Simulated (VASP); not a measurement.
# Sc2GeSe (Pmmm) in VASP: single point with PBE

Aim: the single point of Sc2GeSe with PBE.

Everything below comes from runs of VASP 6.6.1. Logs are shortened: lines on timing, memory, paths and dates and some standing lists are left out, and cuts for length are marked.

### 1 The cell of the first run

It takes space group Pmmm (No. 47, orthorhombic). Conventional cell: a = 5.037 Å, b = 5.157 Å, c = 5.288 Å, α = 90.00°, β = 90.00°, γ = 90.00°. Sc (site symmetry mmm) has 2 Se at 2.58 Å and 2 Ge at 2.64 Å within 3.4 Å. Within 3.3 Å of Sc (site symmetry mmm) lie 2 Se at 2.52 Å. Ge (site symmetry mmm) has 2 Sc at 2.64 Å within 3.5 Å. Within 3.3 Å of Se (site symmetry mmm) lie 4 Sc at 2.52 to 2.58 Å.

### 2 Single point, PBE

The input, INCAR:

```
SYSTEM = Sc2GeSe
PREC     = Accurate       ! precision mode
ENCUT    = 520            ! plane-wave cutoff, eV
EDIFF    = 1E-7           ! SCF threshold, eV
ISMEAR   = 0              ! smearing method
SIGMA    = 0.1            ! smearing width, eV
LREAL    = .False.        ! projectors in reciprocal space
LASPH    = .True.         ! aspherical terms in the spheres
NELM     = 60             ! most SCF steps
ALGO     = Normal         ! electronic algorithm
ISIF     = 2              ! what is computed and relaxed
LWAVE    = .False.        ! write WAVECAR
LCHARG   = .False.        ! write CHGCAR
GGA      = PE             ! functional
NBANDS   = 29             ! bands
```

The input, KPOINTS:

```
regular mesh
0
Gamma
  10 10 10
  0 0 0
```

The input, POSCAR:

```
Sc2GeSe
1.0
    5.0365079282      0.0000000000      0.0000000000
    0.0000000000      5.1571324580      0.0000000000
    0.0000000000      0.0000000000      5.2881580803
Sc Ge Se
2 1 1
Direct
    0.0000000000      0.0000000000      0.0000000000
    0.5000000000      0.5000000000      0.0000000000
    0.0000000000      0.0000000000      0.5000000000
    0.0000000000      0.5000000000      0.0000000000
```

Potentials or basis: VASP PAW PBE potentials, release 64 (Sc_sv, Ge_d, Se).

Started as:

```sh
cat potpaw_PBE.64/Sc_sv/POTCAR potpaw_PBE.64/Ge_d/POTCAR potpaw_PBE.64/Se/POTCAR > POTCAR
mpirun -np 1 vasp_std > vasp.out
```

OUTCAR:

```text
SYSTEM = Sc2GeSe
   PREC = Accurate
   ENCUT = 520
   EDIFF = 1E-7
   ISMEAR = 0
   LREAL = .False.
   LASPH = .True.
   NELM = 60
   ISIF = 2
   GGA = PE

 ion  position               nearest neighbor table
   1  0.000  0.000  0.000-   4 2.58   4 2.58   3 2.64   3 2.64
   2  0.500  0.500  0.000-   4 2.52   4 2.52
   3  0.000  0.000  0.500-   1 2.64   1 2.64
   4  0.000  0.500  0.000-   2 2.52   2 2.52   1 2.58   1 2.58

  LATTYP: Found a simple orthorhombic cell.
 ALAT       =     5.0365079282
 B/A-ratio  =     1.0239500327
 C/A-ratio  =     1.0499652052

  Lattice vectors:

 A1 = (   5.0365079282,   0.0000000000,   0.0000000000)
 A2 = (   0.0000000000,   5.1571324580,   0.0000000000)
 A3 = (   0.0000000000,   0.0000000000,   5.2881580803)

Analysis of symmetry for initial positions (statically):
=====================================================================
 Subroutine PRICEL returns:
 Original cell was already a primitive cell.

 Routine SETGRP: Setting up the symmetry group for a
 simple orthorhombic supercell.

 Subroutine GETGRP returns: Found  8 space group operations
 (whereof  8 operations were pure point group operations)
 out of a pool of  8 trial point group operations.

The static configuration has the point symmetry D_2h.

Analysis of symmetry for dynamics (positions and initial velocities):
=====================================================================
 Subroutine PRICEL returns:
 Original cell was already a primitive cell.

 Routine SETGRP: Setting up the symmetry group for a
 simple orthorhombic supercell.

 Subroutine GETGRP returns: Found  8 space group operations
 (whereof  8 operations were pure point group operations)
 out of a pool of  8 trial point group operations.

The dynamic configuration has the point symmetry D_2h.

 Subroutine INISYM returns: Found  8 space group operations
 (whereof  8 operations are pure point group operations),
 and found     1 'primitive' translations

----------------------------------------------------------------------------------------

                                     Primitive cell

  volume of cell :     137.3543

  direct lattice vectors                    reciprocal lattice vectors
[... 83 lines left out ...]
   ISTART =      0    job   : 0-new  1-cont  2-samecut
   ICHARG =      2    charge: 1-file 2-atom 10-const
   ISPIN  =      1    spin polarized calculation?
   LNONCOLLINEAR =      F non collinear calculations
   LSORBIT =      F    spin-orbit coupling
   LASPH  =      T    aspherical Exc in radial PAW
   ENCUT  =  520.0 eV  38.22 Ry    6.18 a.u.   9.36  9.59  9.83*2*pi/ulx,y,z
   NELM   =     60;   NELMIN=  2; NELMDL= -5     # of ELM steps
   EDIFF  = 0.1E-06   stopping-criterion for ELM
   LREAL  =      F    real-space projection
   EDIFFG = 0.1E-05   stopping-criterion for IOM
   NSW    =      0    number of steps for IOM
   IBRION =     -1    ionic relax: 0-MD 1-quasi-New 2-CG
   NFREE  =      0    steps in history (QN), initial steepest desc. (CG)
   ISIF   =      2    stress and relaxation
   ISYM   =      2    0-nonsym 1-usesym 2-fastsym
   POTIM  = 0.5000    time-step for ionic-motion
   TEBEG  =    0.0;   TEEND  =   0.0 temperature during run
   PSTRESS=    0.0 pullay stress
   NELECT =      42.0000    total number of electrons
   NUPDOWN=      -1.0000    fix difference up-down
   EMIN   =  10.00;   EMAX   =-10.00  energy-range for DOS
   EFERMI =   0.00;   METHOD = LEGACY
   ISMEAR =     0;   SIGMA  =   0.10  broadening in eV -4-tet -1-fermi 0-gaus
   EFERMI_NEDOS =   21; number of points for ismear=-14 and -15
   IALGO  =     38    algorithm
   IMIX   =      4    mixing-type and parameters
     AMIX     =   0.40;   BMIX     =  1.00
     AMIX_MAG =   1.60;   BMIX_MAG =  1.00
  volume/ion in A,a.u.               =      34.34       231.73
  Fermi-wavevector in a.u.,A,eV,Ry     =   1.102920  2.084216 16.550557  1.216432
  Thomas-Fermi vector in A             =   2.239370
   LORBIT       =      0    0 simple, 1 ext, 2 COOP (PROOUT), +10 PAW based schemes
   GGA     = PE    functional components
   LHFCALC =     F    Hartree Fock is set to
   AEXX    =    0.0000 exact exchange contribution
   IVDW    =     0    specifies the selected vdW correction
   LEPSILON=     F    determine dielectric tensor
   LRPA    =     F    only Hartree local field effects (RPA)
 non-spin polarized calculation
 Gauss-broadening in eV      SIGMA  =   0.10
  energy-cutoff  :      520.00
  volume of cell :      137.35
 maximum number of plane-waves:      3731
 NGX is ok and might be reduce to    40
   NGX = 19   NGY = 19   NGZ = 19

 number of electron      41.9999997 magnetization

 Free energy of the ion-electron system (eV)
  ---------------------------------------------------
  ext. energy  EPLUGINS =         0.00000000
  ---------------------------------------------------
  free energy    TOTEN  =       -20.27663015 eV

  energy without entropy =      -20.25037527  energy(sigma->0) =      -20.26350271

 E-fermi :   1.9539     XC(G=0):  -8.0676

 val. band max:        1.9537820026   @ k =   0.2000   0.0000   0.1000
 cond. band min:       1.9546072303   @ k =   0.1000   0.3000   0.2000
 fundamental gap:      0.0008252278
 Fermi energy:         1.9538928811

 k-point     1 :       0.0000    0.0000    0.0000
  band No.  band energies     occupation
      1     -48.7153      2.00000
      2     -47.6574      2.00000
      3     -27.5765      2.00000
      4     -27.2699      2.00000
      5     -27.2405      2.00000
      6     -26.4162      2.00000
[... 757 lines left out ...]
     28       4.0955      0.00000
     29       4.4740      0.00000

 [... further k-points ...]
[... 5 lines left out ...]
  --------------------------------------------------------------------------------------
  -------------------------------------------------------------------------------------
  Total        0.1157760      0.0878375      0.0238995      0.0000000      0.0000000      0.0000000
  in kB        1.3504763      1.0245862      0.2787768      0.0000000      0.0000000      0.0000000
  external PRESSURE =       0.8846131 kB  Pullay stress =       0.0000000 kB

 VOLUME and BASIS-vectors are now :
 -----------------------------------------------------------------------------
  energy-cutoff  :      520.00
  volume of cell :      137.35
      direct lattice vectors                 reciprocal lattice vectors
     5.036507928  0.000000000  0.000000000     0.198550268  0.000000000  0.000000000
     0.000000000  5.157132458  0.000000000     0.000000000  0.193906208  0.000000000
     0.000000000  0.000000000  5.288158080     0.000000000  0.000000000  0.189101760

 POSITION                                       TOTAL-FORCE (eV/Angst)
 -----------------------------------------------------------------------------------
      0.00000      0.00000      0.00000         0.000000      0.000000      0.000000
      2.51825      2.57857      0.00000         0.000000      0.000000      0.000000
      0.00000      0.00000      2.64408         0.000000      0.000000      0.000000
      0.00000      2.57857      0.00000         0.000000      0.000000      0.000000
 -----------------------------------------------------------------------------------
    total drift:                               -0.000000     -0.000000     -0.000000

  FREE ENERGIE OF THE ION-ELECTRON SYSTEM (eV)
  ---------------------------------------------------
  free  energy   TOTEN  =       -20.2766301507 eV

  energy  without entropy=      -20.2503752688  energy(sigma->0) =      -20.26350271
```

stdout:

```text
POSCAR found type information on POSCAR ScGeSe
 POSCAR found :  3 types and       4 ions
 scaLAPACK will be used
 LDA part: xc-table for (Slater+PW92), standard interpolation
 POSCAR, INCAR and KPOINTS ok, starting setup
 FFT: planning ... GRIDC
 FFT: planning ... GRID_SOFT
 FFT: planning ... GRID
 WAVECAR not read
 entering main loop
```

Wall time 7.9 min (1 thread of Intel Xeon 6975P-C (Granite Rapids), shared host); peak memory 0.88 GiB.

Results:

| Property | Result |
| --- | --- |
| Free energy | -20.2766 eV |
| Pressure | 0.1 GPa |
| Band gap on the k mesh | zero (band 21 reaches 2.45 eV, above the bottom of band 22 at 1.41 eV) |

Stress tensor (GPa, compression positive):
```
0.14 0.00 0.00
0.00 0.10 0.00
0.00 0.00 0.03
```
